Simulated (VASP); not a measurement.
# Al32O (a cell with a defect) in VASP: a series of runs

Runs on Al32O (a cell with a defect). Level: PBE. Tasks: single point.

Everything below comes from runs of VASP 6.6.1. Logs are shortened: lines on timing, memory, paths and dates and some standing lists are left out, and cuts for length are marked.

**1. The cell of the first run**

The cell holds a defect, 33 atoms: a = 8.100 Å, b = 8.100 Å, c = 8.100 Å, α = 90.00°, β = 90.00°, γ = 90.00°.

**2. Single point, PBE**

INCAR reads:

```
SYSTEM = Al32O
ALGO = Normal
EDIFF = 1E-6
ENCUT = 520
GGA = PE
ISIF = 2
ISMEAR = -1
LASPH = .True.
LCHARG = .False.
LREAL = Auto
LWAVE = .False.
NBANDS = 73
NELM = 80
PREC = Accurate
SIGMA = 0.05
```

KPOINTS reads:

```
k-points
0
Gamma
  3 3 3
  0 0 0
```

POSCAR reads:

```
Al32O
1.0
    8.1000000000      0.0000000000      0.0000000000
    0.0000000000      8.1000000000      0.0000000000
    0.0000000000      0.0000000000      8.1000000000
Al O
32 1
Direct
    0.5085244444     -0.0011485185      0.0047541975
    0.7417088889      0.2563119753      0.0006801235
    0.7700733333      0.0010851852      0.2546149383
    0.0130211111      0.0045323457      0.0121591358
    0.2604944444      0.2493958025     -0.0012162963
    0.5010760494      0.5006859259     -0.0046285185
    0.7504453086      0.7569318519      0.0087285185
    0.2631980247      0.0156437037      0.2645423457
    0.5175732099      0.2471155556      0.2440165432
    0.7528171605      0.5112312346      0.2561980247
    0.5186491358     -0.0102772840      0.4975570370
    0.7715348148      0.2475040741      0.4979964198
    0.7514486420      0.0040014815      0.7602364198
   -0.0064007407      0.5222016049      0.0106061728
    0.2640943210      0.7615217284      0.0195797531
   -0.0067901235      0.2689383951      0.2197220988
    0.2569569136      0.4993567901      0.2390472840
    0.5110090123      0.7472461728      0.2534361728
   -0.0045811111     -0.0346300000      0.5216165432
    0.1481067901      0.2450180247      0.4972524691
    0.4842951852      0.4642654321      0.4957467901
    0.7395397531      0.7445482716      0.5079264198
    0.2530411111     -0.0240064198      0.7580349383
    0.4954251852      0.2338467901      0.7507108642
    0.7315753086      0.4894409877      0.7405040741
    0.0167346914      0.7614029630      0.2569227160
   -0.0099222222      0.5313956790      0.5115795062
    0.2699167901      0.7393469136      0.4980856790
   -0.0146006173      0.2624607407      0.7833180247
    0.2358844444      0.5177062963      0.7691869136
    0.5034098765      0.7394276543      0.7540329630
   -0.0116146914      0.7540579012      0.7732016049
    0.3370556790      0.3017574074      0.5896865432
```

Potentials or basis: VASP PAW PBE potentials, release 64 (Al, O).

On the command line:

```sh
cat potpaw_PBE.64/Al/POTCAR potpaw_PBE.64/O/POTCAR > POTCAR
mpirun -np 1 vasp_std > vasp.out
```

OUTCAR:

```text
SYSTEM = Al32O
   EDIFF = 1E-6
   ENCUT = 520
   GGA = PE
   ISIF = 2
   ISMEAR = -1
   LASPH = .True.
   LREAL = Auto
   NELM = 80
   PREC = Accurate

 ion  position               nearest neighbor table
   1  0.509  0.999  0.005-  15 2.76   7 2.77  13 2.79   9 2.79  24 2.81   2 2.81   5 2.86  18 2.87
                            23 2.88   8 2.90  31 2.92   3 2.93
   2  0.742  0.256  0.001-  29 2.65   9 2.68  16 2.70   6 2.78   1 2.81  13 2.82  25 2.83  24 2.85
                            10 2.92   3 2.93  14 2.97   4 3.00
   3  0.770  0.001  0.255-   4 2.78  26 2.79  12 2.81   7 2.81  11 2.83  16 2.84  19 2.84   9 2.86
                             2 2.93   1 2.93  22 2.93  18 2.94
   4  0.013  0.005  0.012-  16 2.73   3 2.78  26 2.79  29 2.80  32 2.81   5 2.82  15 2.83  23 2.84
                             8 2.88   7 2.92  13 2.94   2 3.00
   5  0.260  0.249  0.999-  24 2.77  17 2.81  16 2.81   6 2.82   4 2.82  29 2.83   1 2.86   8 2.87
                            30 2.87   9 2.88  23 2.95  14 3.09
   6  0.501  0.501  0.995-  31 2.75   2 2.78  25 2.78  17 2.79   5 2.82  30 2.83  15 2.86   9 2.88
                            18 2.89   7 2.90  24 2.93  10 2.94
   7  0.750  0.757  0.009-  32 2.71  14 2.74   1 2.77  18 2.77   3 2.81  10 2.82  13 2.84  31 2.88
                             6 2.90   4 2.92  26 2.95  25 3.07
   8  0.263  0.016  0.265-   9 2.79  20 2.81  11 2.81  15 2.86   5 2.87  26 2.87   4 2.88   1 2.90
                            28 2.93  18 2.96  16 3.02  19 3.03
   9  0.518  0.247  0.244-   2 2.68  21 2.71   8 2.79   1 2.79   3 2.86  10 2.87   5 2.88   6 2.88
[... 32 lines left out ...]
                             2 2.83  32 3.00  14 3.06   7 3.07
  26  0.017  0.761  0.257-  19 2.71  15 2.78   3 2.79  14 2.79  27 2.79   4 2.79  28 2.84   8 2.87
                            17 2.88  10 2.95   7 2.95  22 3.03
  27  0.990  0.531  0.512-  20 2.65  22 2.66  32 2.78  26 2.79  25 2.82  28 2.83  10 2.83  30 2.89
                            12 2.90  29 3.10  17 3.10  16 3.18
  28  0.270  0.739  0.498-  18 2.78  31 2.81  21 2.82  27 2.83  26 2.84  30 2.85  23 2.85  11 2.86
                            17 2.86  19 2.89   8 2.93  32 3.19
  29  0.985  0.262  0.783-   2 2.65  20 2.67  25 2.78  14 2.80   4 2.80  13 2.83   5 2.83  12 2.89
                            30 2.90  27 3.10  23 3.18  19 3.21
  30  0.236  0.518  0.769-  33 2.42  14 2.77  32 2.77  31 2.82   6 2.83  15 2.84  28 2.85   5 2.87
                            27 2.89  29 2.90  21 3.02  24 3.12  20 3.20
  31  0.503  0.739  0.754-  25 2.74   6 2.75  22 2.76  23 2.79  28 2.81  30 2.82   7 2.88  15 2.90
                            11 2.91   1 2.92  13 2.94  21 3.06
  32  0.988  0.754  0.773-  19 2.66  14 2.69   7 2.71  30 2.77  27 2.78  13 2.79  23 2.80   4 2.81
                            22 2.95  15 3.00  25 3.00  28 3.19
  33  0.337  0.302  0.590-  20 1.76  24 1.91  21 1.93  30 2.42

  LATTYP: Found a simple cubic cell.
 ALAT       =     8.1000000000

  Lattice vectors:

 A1 = (   8.1000000000,   0.0000000000,   0.0000000000)
 A2 = (   0.0000000000,   8.1000000000,   0.0000000000)
 A3 = (   0.0000000000,   0.0000000000,   8.1000000000)

Analysis of symmetry for initial positions (statically):
=====================================================================
 Subroutine PRICEL returns:
 Original cell was already a primitive cell.

 Routine SETGRP: Setting up the symmetry group for a
 simple cubic supercell.

 Subroutine GETGRP returns: Found  1 space group operations
 (whereof  1 operations were pure point group operations)
 out of a pool of 48 trial point group operations.

The static configuration has the point symmetry C_1 .

Analysis of symmetry for dynamics (positions and initial velocities):
=====================================================================
 Subroutine PRICEL returns:
 Original cell was already a primitive cell.

 Routine SETGRP: Setting up the symmetry group for a
 simple cubic supercell.

 Subroutine GETGRP returns: Found  1 space group operations
 (whereof  1 operations were pure point group operations)
 out of a pool of 48 trial point group operations.

The dynamic configuration has the point symmetry C_1 .

 Subroutine INISYM returns: Found  1 space group operations
 (whereof  1 operations are pure point group operations),
 and found     1 'primitive' translations

----------------------------------------------------------------------------------------

                                     Primitive cell

  volume of cell :     531.4410

  direct lattice vectors                    reciprocal lattice vectors
     8.100000000  0.000000000  0.000000000     0.123456790  0.000000000  0.000000000
[... 90 lines left out ...]
     0.000000000  0.000000000  0.041152263     0.000000000  0.000000000  0.333333333

  Length of vectors
     0.041152263  0.041152263  0.041152263

  Shift w.r.t. Gamma in fractional coordinates (k-lattice)
     0.000000000  0.000000000  0.000000000

 Subroutine IBZKPT returns following result:
 ===========================================

 Found     14 irreducible k-points:

 Following reciprocal coordinates:
            Coordinates               Weight
  0.000000  0.000000  0.000000      1.000000
  0.333333  0.000000  0.000000      2.000000
  0.000000  0.333333  0.000000      2.000000
  0.000000  0.000000  0.333333      2.000000
  0.333333  0.333333  0.000000      2.000000
  0.000000  0.333333  0.333333      2.000000
  0.333333  0.000000  0.333333      2.000000
 -0.333333  0.333333  0.000000      2.000000
 -0.333333  0.000000  0.333333      2.000000
  0.000000 -0.333333  0.333333      2.000000
  0.333333  0.333333  0.333333      2.000000
 -0.333333  0.333333  0.333333      2.000000
 -0.333333 -0.333333  0.333333      2.000000
  0.333333 -0.333333  0.333333      2.000000
   k-points           NKPTS =     14   k-points in BZ     NKDIM =     14   number of bands    NBANDS=     73
   number of dos      NEDOS =    301   number of ions     NIONS =     33
   total plane-waves  NPLWV = 216000
   dimension x,y,z NGX =    60 NGY =   60 NGZ =   60
   dimension x,y,z NGXF=   120 NGYF=  120 NGZF=  120
   ions per type =              32   1
   NGX,Y,Z   is equivalent  to a cutoff of  12.31, 12.31, 12.31 a.u.
   NGXF,Y,Z  is equivalent  to a cutoff of  24.63, 24.63, 24.63 a.u.
 SYSTEM =  Al32O
   PREC   = accura    normal or accurate (medium, high low for compatibility)
   ISTART =      0    job   : 0-new  1-cont  2-samecut
   ICHARG =      2    charge: 1-file 2-atom 10-const
   ISPIN  =      1    spin polarized calculation?
   LNONCOLLINEAR =      F non collinear calculations
   LSORBIT =      F    spin-orbit coupling
   LASPH  =      T    aspherical Exc in radial PAW
   ENCUT  =  520.0 eV  38.22 Ry    6.18 a.u.  15.06 15.06 15.06*2*pi/ulx,y,z
   NELM   =     80;   NELMIN=  2; NELMDL= -5     # of ELM steps
   EDIFF  = 0.1E-05   stopping-criterion for ELM
   LREAL  =      T    real-space projection
   EDIFFG = 0.1E-04   stopping-criterion for IOM
   NSW    =      0    number of steps for IOM
   IBRION =     -1    ionic relax: 0-MD 1-quasi-New 2-CG
   NFREE  =      0    steps in history (QN), initial steepest desc. (CG)
   ISIF   =      2    stress and relaxation
   ISYM   =      2    0-nonsym 1-usesym 2-fastsym
   POTIM  = 0.5000    time-step for ionic-motion
   TEBEG  =    0.0;   TEEND  =   0.0 temperature during run
   PSTRESS=    0.0 pullay stress
   NELECT =     102.0000    total number of electrons
   NUPDOWN=      -1.0000    fix difference up-down
   EMIN   =  10.00;   EMAX   =-10.00  energy-range for DOS
   EFERMI =   0.00;   METHOD = LEGACY
   ISMEAR =    -1;   SIGMA  =   0.05  broadening in eV -4-tet -1-fermi 0-gaus
   EFERMI_NEDOS =   21; number of points for ismear=-14 and -15
   IALGO  =     38    algorithm
   IMIX   =      4    mixing-type and parameters
     AMIX     =   0.40;   BMIX     =  1.00
     AMIX_MAG =   1.60;   BMIX_MAG =  1.00
  volume/ion in A,a.u.               =      16.10       108.68
  Fermi-wavevector in a.u.,A,eV,Ry     =   0.944329  1.784523 12.133087  0.891757
  Thomas-Fermi vector in A             =   2.072123
   LORBIT       =      0    0 simple, 1 ext, 2 COOP (PROOUT), +10 PAW based schemes
   GGA     = PE    functional components
   LHFCALC =     F    Hartree Fock is set to
   AEXX    =    0.0000 exact exchange contribution
   IVDW    =     0    specifies the selected vdW correction
   LEPSILON=     F    determine dielectric tensor
   LRPA    =     F    only Hartree local field effects (RPA)
 non-spin polarized calculation
  energy-cutoff  :      520.00
  volume of cell :      531.44
 maximum number of plane-waves:     14358
   NGX = 31   NGY = 31   NGZ = 31

 number of electron     102.0000002 magnetization

 Free energy of the ion-electron system (eV)
  ---------------------------------------------------
  ext. energy  EPLUGINS =         0.00000000
  ---------------------------------------------------
  free energy    TOTEN  =      -127.30448291 eV

  energy without entropy =     -127.22162110  energy(sigma->0) =     -127.26305201

 E-fermi :   7.9618     XC(G=0): -10.2285

 val. band max:        7.9562806436   @ k =  -0.3333   0.0000   0.3333
 cond. band min:       7.9684149726   @ k =   0.0000   0.0000   0.0000
 fundamental gap:      0.0121343289
 Fermi energy:         7.9618419508

 k-point     1 :       0.0000    0.0000    0.0000
  band No.  band energies     occupation
      1     -12.5180      2.00000
      2      -3.0182      2.00000
      3      -1.2341      2.00000
      4      -1.0123      2.00000
      5      -0.9536      2.00000
      6      -0.9290      2.00000
[... 913 lines left out ...]
     62       9.7871      0.00000
     63       9.8421      0.00000
 [bands above 63 left out]

------------------------ aborting loop because EDIFF is reached ----------------------------------------

  FORCE on cell =-STRESS in cart. coord.  units (eV):
  Direction    XX          YY          ZZ          XY          YZ          ZX
  --------------------------------------------------------------------------------------
  -------------------------------------------------------------------------------------
  Total        6.3091408      7.2595814      8.7797469     -2.1864935     -1.1975979     -1.8885168
  in kB       19.0206673     21.8860358     26.4689991     -6.5917953     -3.6104934     -5.6934613
  external PRESSURE =      22.4585674 kB  Pullay stress =       0.0000000 kB

 VOLUME and BASIS-vectors are now :
 -----------------------------------------------------------------------------
  energy-cutoff  :      520.00
  volume of cell :      531.44
      direct lattice vectors                 reciprocal lattice vectors
     8.100000000  0.000000000  0.000000000     0.123456790  0.000000000  0.000000000
     0.000000000  8.100000000  0.000000000     0.000000000  0.123456790  0.000000000
     0.000000000  0.000000000  8.100000000     0.000000000  0.000000000  0.123456790

 POSITION                                       TOTAL-FORCE (eV/Angst)
 -----------------------------------------------------------------------------------
      4.11905      8.09070      0.03851        -0.065178     -0.094201      0.050330
      6.00784      2.07613      0.00551        -0.035291     -0.024933      0.064475
      6.23759      0.00879      2.06238        -0.117237     -0.045903     -0.030597
      0.10547      0.03671      0.09849        -0.109227     -0.057047     -0.076375
      2.11000      2.02011      8.09015        -0.119850     -0.016876      0.014344
      4.05872      4.05556      8.06251        -0.008645     -0.008216      0.066306
[... 25 lines left out ...]
      8.00592      6.10787      6.26293         0.088014     -0.039895     -0.124485
      2.73015      2.44423      4.77646         1.625098      1.073733      0.734009
 -----------------------------------------------------------------------------------
    total drift:                               -0.005991      0.005152     -0.008621

  FREE ENERGIE OF THE ION-ELECTRON SYSTEM (eV)
  ---------------------------------------------------
  free  energy   TOTEN  =      -127.3044829136 eV

  energy  without entropy=     -127.2216210994  energy(sigma->0) =     -127.26305201
```

Run time: 11 min. Hardware: 1 thread of Intel Xeon 6975P-C (Granite Rapids), shared host; peak memory 0.66 GiB.

What came out:

| Property | Result |
| --- | --- |
| Free energy | -127.3045 eV |
| Pressure | 2.2 GPa |
| Largest force | 2.081 eV/Å |
| Band gap on the k mesh | zero (band 51 reaches 8.09 eV, above the bottom of band 52 at 7.94 eV) |

Forces in eV/Å, atoms in the order of the input:
```
Al  -0.065 -0.094  0.050
Al  -0.035 -0.025  0.064
Al  -0.117 -0.046 -0.031
Al  -0.109 -0.057 -0.076
Al  -0.120 -0.017  0.014
Al  -0.009 -0.008  0.066
Al   0.006 -0.045 -0.030
Al  -0.163 -0.183 -0.075
Al  -0.140 -0.065 -0.016
Al  -0.024 -0.104 -0.033
Al  -0.209  0.078  0.061
Al  -0.094 -0.050  0.007
Al  -0.061 -0.081 -0.036
Al   0.026 -0.139 -0.038
Al  -0.184 -0.081 -0.136
Al   0.013 -0.146  0.162
Al  -0.124 -0.033  0.107
Al  -0.076  0.084 -0.055
Al   0.065  0.149 -0.105
Al   0.168 -0.130 -0.113
Al  -0.022  0.343 -0.074
Al  -0.019 -0.003 -0.007
Al  -0.091  0.080 -0.054
Al  -0.223 -0.117 -0.095
Al   0.095  0.096  0.140
Al  -0.136 -0.096  0.007
Al   0.041 -0.177 -0.045
Al  -0.176  0.076  0.080
Al   0.098 -0.124 -0.181
Al   0.004 -0.227 -0.178
Al  -0.033  0.107  0.009
Al   0.088 -0.040 -0.124
O    1.625  1.074  0.734
```

Levels at points of the mesh, in eV from the Fermi level:
```tsv
k point	band 49	band 50	band 51	band 52	band 53	band 54
(0.00, 0.00, 0.00)	-0.07	0.01	0.12	0.30	0.35	0.53
```

**3. Single point, PBE**

INCAR reads:

```
SYSTEM = Al32O
PREC     = Accurate       ! precision mode
ENCUT    = 520            ! plane-wave cutoff, eV
EDIFF    = 1E-7           ! SCF threshold, eV
ISMEAR   = -1             ! smearing method
SIGMA    = 0.05           ! smearing width, eV
LREAL    = Auto         
LASPH    = .True.         ! aspherical terms in the spheres
NELM     = 60             ! most SCF steps
ALGO     = Normal         ! electronic algorithm
ISIF     = 2              ! what is computed and relaxed
LWAVE    = .False.        ! write WAVECAR
LCHARG   = .False.        ! write CHGCAR
GGA      = PE             ! functional
NBANDS   = 73             ! bands
```

KPOINTS reads:

```
Automatic mesh
0
Gamma
  3 3 3
  0 0 0
```

POSCAR reads:

```
Al32O
1.0
    8.1000000000      0.0000000000      0.0000000000
    0.0000000000      8.1000000000      0.0000000000
    0.0000000000      0.0000000000      8.1000000000
Al O
32 1
Direct
    0.4789112346      0.0000203704      0.0069996296
    0.7351712346      0.2489233333      0.0191323457
    0.7266356790     -0.0101938272      0.2409540741
   -0.0259801235     -0.0130832099      0.0026811111
    0.2395527160      0.2386880247      0.0023801235
    0.4757723457      0.5034571605      0.0088503704
    0.7290106173      0.7338270370     -0.0106081481
    0.2398781481     -0.0057060494      0.2479953086
    0.4929798765      0.2512804938      0.2638769136
    0.7275874074      0.5040506173      0.2580654321
    0.4894950617      0.0097849383      0.5019169136
    0.7559116049      0.2402297531      0.4958876543
    0.7181067901      0.0083951852      0.7609523457
   -0.0023334568      0.4788353086      0.0437565432
    0.2181090123      0.7462128395      0.0008446914
   -0.0035441975      0.2271858025      0.2488692593
    0.2583651852      0.4934307407      0.2568946914
    0.4809030864      0.7519359259      0.2508677778
    0.0005479012     -0.0014071605      0.4824696296
    0.2647166667      0.2613665432      0.5172206173
    0.5009870370      0.5234597531      0.5165643210
    0.7384764198      0.7745444444      0.4993286420
    0.2574818519      0.0049814815      0.7488186420
    0.5118614815      0.2856470370      0.7615485185
    0.8545635802      0.5023462963      0.7574886420
   -0.0232222222      0.7465634568      0.2437737037
    0.0102727160      0.4882028395      0.4660258025
    0.2375372840      0.7493466667      0.4940048148
    0.0052159259      0.2105054321      0.7479080247
    0.2162638272      0.5015993827      0.7574687654
    0.4719154321      0.7578998765      0.7596748148
   -0.0071790123      0.7908208642      0.7338383951
    0.6660016049      0.4348569136      0.6564760494
```

Potentials or basis: VASP PAW PBE potentials, release 64 (Al, O).

On the command line:

```sh
cat potpaw_PBE.64/Al/POTCAR potpaw_PBE.64/O/POTCAR > POTCAR
mpirun -np 1 vasp_std > vasp.out
```

Wall time 17 min (1 thread of Intel Xeon Platinum 8488C (Sapphire Rapids), shared host); peak memory 0.67 GiB.

The run converged. Its results:

| Item | Value |
| --- | --- |
| Free energy | -127.2589 eV |
| Pressure | 2.4 GPa |
| Largest force | 1.486 eV/Å |
| Band gap on the k mesh | zero (band 51 reaches 8.13 eV, above the bottom of band 52 at 7.91 eV) |

Forces in eV/Å, atoms in the order of the input:
```
Al   0.130 -0.048  0.030
Al   0.110  0.069 -0.124
Al   0.185  0.064  0.072
Al   0.136  0.112 -0.009
Al   0.034  0.109  0.010
Al   0.129  0.035  0.031
Al   0.164  0.136  0.087
Al   0.001  0.037  0.038
Al   0.058 -0.040 -0.092
Al   0.146  0.001 -0.051
Al   0.049 -0.065 -0.016
Al  -0.024  0.282  0.163
Al   0.201 -0.027 -0.067
Al   0.005  0.182 -0.244
Al   0.157  0.064  0.029
Al  -0.022  0.138  0.004
Al  -0.067  0.042 -0.064
Al   0.119  0.109 -0.042
Al  -0.054 -0.004  0.136
Al  -0.151 -0.076 -0.125
Al  -0.084  0.124 -0.297
Al   0.075 -0.106  0.061
Al  -0.043 -0.003  0.018
Al  -0.180 -0.473  0.208
Al  -0.525  0.087  0.049
Al   0.124  0.065  0.097
Al  -0.094  0.141  0.245
Al   0.068  0.043  0.090
Al  -0.093  0.282  0.045
Al   0.169  0.037  0.000
Al   0.203 -0.026 -0.027
Al   0.018 -0.210  0.133
O   -0.945 -1.080 -0.385
```

Stress tensor (GPa, compression positive):
```
 1.86 -0.79 -0.68
-0.79  2.52 -0.66
-0.68 -0.66  2.89
```

Levels at points of the mesh, in eV from the Fermi level:
```
           k point  band 49  band 50  band 51  band 52  band 53  band 54
(0.00, 0.00, 0.00)    -0.07    -0.01     0.17     0.31     0.36     0.44
```
